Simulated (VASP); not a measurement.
# N (Im-3m) in VASP: single point with PBE

Aim: the single point of N with PBE.

Everything below comes from runs of VASP 6.6.1. Logs are shortened: lines on timing, memory, paths and dates and some standing lists are left out, and cuts for length are marked.

## (1) The cell of the first run

The structure is cubic, space group Im-3m (No. 229). Conventional cell: a = 2.692 Å, b = 2.692 Å, c = 2.692 Å, α = 90.00°, β = 90.00°, γ = 90.00°. Within 3.1 Å of N (site symmetry m-3m) lie 14 N at 2.33 to 2.69 Å.

## (2) Single point, PBE (Sb replaced by N, lengths x 0.706, strained)

The input, INCAR:

```
SYSTEM = N
ALGO = Normal
EDIFF = 1E-6
ENCUT = 600
GGA = PE
GGA_COMPAT = .False.
ISIF = 2
ISMEAR = 0
LASPH = .True.
LCHARG = .False.
LREAL = .False.
LWAVE = .False.
NBANDS = 8
NELM = 120
PREC = Accurate
SIGMA = 0.1
```

The input, KPOINTS:

```
k-points
0
Gamma
  10 10 10
  0 0 0
```

The input, POSCAR:

```
N
1.0
   -1.3461034005      1.3461034005      1.3461034005
    1.3461034005     -1.3461034005      1.3461034005
    1.3461034005      1.3461034005     -1.3461034005
N
1
Direct
    0.0000000000      0.0000000000      0.0000000000
```

Potentials or basis: VASP PAW PBE potentials, release 64 (N).

Run with:

```
cat potpaw_PBE.64/N/POTCAR > POTCAR
mpirun -np 1 vasp_std > vasp.out
```

OUTCAR:

```text
SYSTEM = N
   EDIFF = 1E-6
   ENCUT = 600
   GGA = PE
   ISIF = 2
   ISMEAR = 0
   LASPH = .True.
   LREAL = .False.
   NELM = 120
   PREC = Accurate

 ion  position               nearest neighbor table
   1  0.000  0.000  0.000-

  LATTYP: Found a body centered cubic cell.
 ALAT       =     2.6922068010

  Lattice vectors:

 A1 = (  -1.3461034005,   1.3461034005,   1.3461034005)
 A2 = (   1.3461034005,  -1.3461034005,   1.3461034005)
 A3 = (   1.3461034005,   1.3461034005,  -1.3461034005)

Analysis of symmetry for initial positions (statically):
=====================================================================
 Subroutine PRICEL returns:
 Original cell was already a primitive cell.

 Routine SETGRP: Setting up the symmetry group for a
 body centered cubic supercell.

 Subroutine GETGRP returns: Found 48 space group operations
 (whereof 48 operations were pure point group operations)
 out of a pool of 48 trial point group operations.

The static configuration has the point symmetry O_h .

Analysis of symmetry for dynamics (positions and initial velocities):
=====================================================================
 Subroutine PRICEL returns:
 Original cell was already a primitive cell.

 Routine SETGRP: Setting up the symmetry group for a
 body centered cubic supercell.

 Subroutine GETGRP returns: Found 48 space group operations
 (whereof 48 operations were pure point group operations)
 out of a pool of 48 trial point group operations.

The dynamic configuration has the point symmetry O_h .

 Subroutine INISYM returns: Found 48 space group operations
 (whereof 48 operations are pure point group operations),
 and found     1 'primitive' translations

----------------------------------------------------------------------------------------

                                     Primitive cell

  volume of cell :       9.7565

  direct lattice vectors                    reciprocal lattice vectors
    -1.346103401  1.346103401  1.346103401     0.000000000  0.371442491  0.371442491
     1.346103401 -1.346103401  1.346103401     0.371442491  0.000000000  0.371442491
     1.346103401  1.346103401 -1.346103401     0.371442491  0.371442491  0.000000000

  length of vectors
     2.331519482  2.331519482  2.331519482     0.525299008  0.525299008  0.525299008

  position of ions in fractional coordinates (direct lattice)
     0.000000000  0.000000000  0.000000000

  ion indices of the primitive-cell ions
   primitive index   ion index
                 1           1

----------------------------------------------------------------------------------------

 KPOINTS: k-points

Automatic generation of k-mesh.
 Grid dimensions read from file:
 generate k-points for:   10   10   10

 Generating k-lattice:

  Cartesian coordinates                     Fractional coordinates (reciprocal lattice)
     0.000000000  0.037144249  0.037144249     0.100000000  0.000000000  0.000000000
     0.037144249  0.000000000  0.037144249     0.000000000  0.100000000  0.000000000
     0.037144249  0.037144249  0.000000000     0.000000000  0.000000000  0.100000000

  Length of vectors
     0.052529901  0.052529901  0.052529901

  Shift w.r.t. Gamma in fractional coordinates (k-lattice)
     0.000000000  0.000000000  0.000000000

 Subroutine IBZKPT returns following result:
 ===========================================

 Found     47 irreducible k-points:

 Following reciprocal coordinates:
            Coordinates               Weight
  0.000000  0.000000  0.000000      1.000000
  0.100000  0.000000  0.000000     12.000000
  0.200000  0.000000  0.000000     12.000000
  0.300000  0.000000  0.000000     12.000000
  0.400000  0.000000  0.000000     12.000000
  0.500000  0.000000  0.000000      6.000000
[... 16 lines left out ...]
  0.300000  0.300000  0.100000      8.000000
 -0.300000  0.300000  0.100000     24.000000
 [... further k-points ...]
   k-points           NKPTS =     47   k-points in BZ     NKDIM =     47   number of bands    NBANDS=      8
   number of dos      NEDOS =    301   number of ions     NIONS =      1
   total plane-waves  NPLWV =   8000
   dimension x,y,z NGX =    20 NGY =   20 NGZ =   20
   dimension x,y,z NGXF=    40 NGYF=   40 NGZF=   40
   ions per type =               1
   NGX,Y,Z   is equivalent  to a cutoff of  14.26, 14.26, 14.26 a.u.
   NGXF,Y,Z  is equivalent  to a cutoff of  28.52, 28.52, 28.52 a.u.
 SYSTEM =  N
   PREC   = accura    normal or accurate (medium, high low for compatibility)
   ISTART =      0    job   : 0-new  1-cont  2-samecut
   ICHARG =      2    charge: 1-file 2-atom 10-const
   ISPIN  =      1    spin polarized calculation?
   LNONCOLLINEAR =      F non collinear calculations
   LSORBIT =      F    spin-orbit coupling
   LASPH  =      T    aspherical Exc in radial PAW
   ENCUT  =  600.0 eV  44.10 Ry    6.64 a.u.   4.66  4.66  4.66*2*pi/ulx,y,z
   NELM   =    120;   NELMIN=  2; NELMDL= -5     # of ELM steps
   EDIFF  = 0.1E-05   stopping-criterion for ELM
   LREAL  =      F    real-space projection
   EDIFFG = 0.1E-04   stopping-criterion for IOM
   NSW    =      0    number of steps for IOM
   IBRION =     -1    ionic relax: 0-MD 1-quasi-New 2-CG
   NFREE  =      0    steps in history (QN), initial steepest desc. (CG)
   ISIF   =      2    stress and relaxation
   ISYM   =      2    0-nonsym 1-usesym 2-fastsym
   POTIM  = 0.5000    time-step for ionic-motion
   TEBEG  =    0.0;   TEEND  =   0.0 temperature during run
   PSTRESS=    0.0 pullay stress
   NELECT =       5.0000    total number of electrons
   NUPDOWN=      -1.0000    fix difference up-down
   EMIN   =  10.00;   EMAX   =-10.00  energy-range for DOS
   EFERMI =   0.00;   METHOD = LEGACY
   ISMEAR =     0;   SIGMA  =   0.10  broadening in eV -4-tet -1-fermi 0-gaus
   EFERMI_NEDOS =   21; number of points for ismear=-14 and -15
   IALGO  =     38    algorithm
   IMIX   =      4    mixing-type and parameters
     AMIX     =   0.40;   BMIX     =  1.00
     AMIX_MAG =   1.60;   BMIX_MAG =  1.00
  volume/ion in A,a.u.               =       9.76        65.84
  Fermi-wavevector in a.u.,A,eV,Ry     =   1.310086  2.475703 23.352017  1.716325
  Thomas-Fermi vector in A             =   2.440640
   LORBIT       =      0    0 simple, 1 ext, 2 COOP (PROOUT), +10 PAW based schemes
   GGA     = PE    functional components
   LHFCALC =     F    Hartree Fock is set to
   AEXX    =    0.0000 exact exchange contribution
   IVDW    =     0    specifies the selected vdW correction
   LEPSILON=     F    determine dielectric tensor
   LRPA    =     F    only Hartree local field effects (RPA)
 non-spin polarized calculation
 Gauss-broadening in eV      SIGMA  =   0.10
  energy-cutoff  :      600.00
  volume of cell :        9.76
 maximum number of plane-waves:       342
   NGX =  9   NGY =  9   NGZ =  9

 number of electron       5.0000000 magnetization

 Free energy of the ion-electron system (eV)
  ---------------------------------------------------
  ext. energy  EPLUGINS =         0.00000000
  ---------------------------------------------------
  free energy    TOTEN  =        -3.77334364 eV

  energy without entropy =       -3.77155488  energy(sigma->0) =       -3.77244926

 E-fermi :   2.1364     XC(G=0): -11.2678

 val. band max:        2.0448919131   @ k =   0.2000   0.2000   0.1000
 cond. band min:       2.2228511252   @ k =  -0.4000   0.4000   0.2000
 fundamental gap:      0.1779592121
 Fermi energy:         2.1363826673

 k-point     1 :       0.0000    0.0000    0.0000
  band No.  band energies     occupation
      1     -14.9376      2.00000
      2       5.2236      0.00000
      3       5.2236      0.00000
      4       5.2236      0.00000
      5      20.4458      0.00000
      6      32.4411      0.00000
      7      32.4411      0.00000
      8      32.4411      0.00000

 k-point     2 :       0.1000    0.0000    0.0000
  band No.  band energies     occupation
      1     -14.6411      2.00000
      2       4.5047      0.00000
      3       4.9953      0.00000
      4       5.1876      0.00000
      5      20.8614      0.00000
      6      29.9806      0.00000
      7      30.6527      0.00000
      8      33.3109      0.00000

 k-point     3 :       0.2000    0.0000    0.0000
  band No.  band energies     occupation
      1     -13.7746      2.00000
      2       2.6267      0.00000
      3       4.4334      0.00000
      4       5.0904      0.00000
      5      21.6053      0.00000
      6      26.3627      0.00000
      7      28.1412      0.00000
      8      33.4133      0.00000

 k-point     4 :       0.3000    0.0000    0.0000
  band No.  band energies     occupation
      1     -12.4293      2.00000
      2       0.1575      2.00000
      3       3.7994      0.00000
      4       4.9650      0.00000
      5      21.1379      0.00000
      6      25.2436      0.00000
      7      26.2044      0.00000
      8      33.3015      0.00000

 k-point     5 :       0.4000    0.0000    0.0000
  band No.  band energies     occupation
      1     -10.8851      2.00000
      2      -2.2289      2.00000
      3       3.3265      0.00000
      4       4.8594      0.00000
      5      19.9197      0.00000
      6      25.0172      0.00000
      7      25.8385      0.00000
      8      33.8728      0.00000
[... 177 lines left out ...]
 k-point    22 :      -0.2000    0.2000    0.1000
  band No.  band energies     occupation
      1     -13.4898      2.00000
      2       2.6251      0.00000
      3       4.1602      0.00000
      4       4.5639      0.00000
      5      21.9329      0.00000
      6      25.8131      0.00000
      7      28.6413      0.00000
      8      30.4825      0.00000

 k-point    23 :       0.3000    0.3000    0.1000
  band No.  band energies     occupation
      1      -9.2383      2.00000
      2      -0.8467      2.00000
      3      -0.8467      2.00000
      4       2.8139      0.00000
      5      23.1283      0.00000
      6      24.3618      0.00000
      7      24.3618      0.00000
      8      41.7191      0.00000

 k-point    24 :      -0.3000    0.3000    0.1000
  band No.  band energies     occupation
      1     -12.1623      2.00000
      2       0.2851      2.00000
      3       3.4946      0.00000
      4       4.4709      0.00000
      5      21.5389      0.00000
      6      24.3881      0.00000
      7      26.9696      0.00000
      8      31.1308      0.00000

 [... further k-points ...]

------------------------ aborting loop because EDIFF is reached ----------------------------------------

  FORCE on cell =-STRESS in cart. coord.  units (eV):
  Direction    XX          YY          ZZ          XY          YZ          ZX
  --------------------------------------------------------------------------------------
  -------------------------------------------------------------------------------------
  Total       -1.8909342     -1.8909342     -1.8909342     -0.0000000      0.0000000      0.0000000
  in kB     -310.5215476   -310.5215476   -310.5215476     -0.0000000      0.0000000      0.0000000
  external PRESSURE =    -310.5215476 kB  Pullay stress =       0.0000000 kB

 VOLUME and BASIS-vectors are now :
 -----------------------------------------------------------------------------
  energy-cutoff  :      600.00
  volume of cell :        9.76
      direct lattice vectors                 reciprocal lattice vectors
    -1.346103401  1.346103401  1.346103401     0.000000000  0.371442491  0.371442491
     1.346103401 -1.346103401  1.346103401     0.371442491  0.000000000  0.371442491
     1.346103401  1.346103401 -1.346103401     0.371442491  0.371442491  0.000000000

 POSITION                                       TOTAL-FORCE (eV/Angst)
 -----------------------------------------------------------------------------------
      0.00000      0.00000      0.00000         0.000000     -0.000000     -0.000000
 -----------------------------------------------------------------------------------
    total drift:                                0.000000      0.000000      0.000000

  FREE ENERGIE OF THE ION-ELECTRON SYSTEM (eV)
  ---------------------------------------------------
  free  energy   TOTEN  =        -3.7733436359 eV

  energy  without entropy=       -3.7715548825  energy(sigma->0) =       -3.77244926
```

Run time: 6.9 s. Hardware: 1 thread of Intel Xeon 8259CL, shared host; peak memory 0.11 GiB.

What came out:

- Free energy: -3.7733 eV
- Pressure: -31.1 GPa
- Band gap on the k mesh: zero (an odd number of electrons rules out a gap without spin polarisation)

Caveat: the cell differs from its parent crystal (Sb replaced by N, lengths x 0.706, strained); the cell stands under tension.
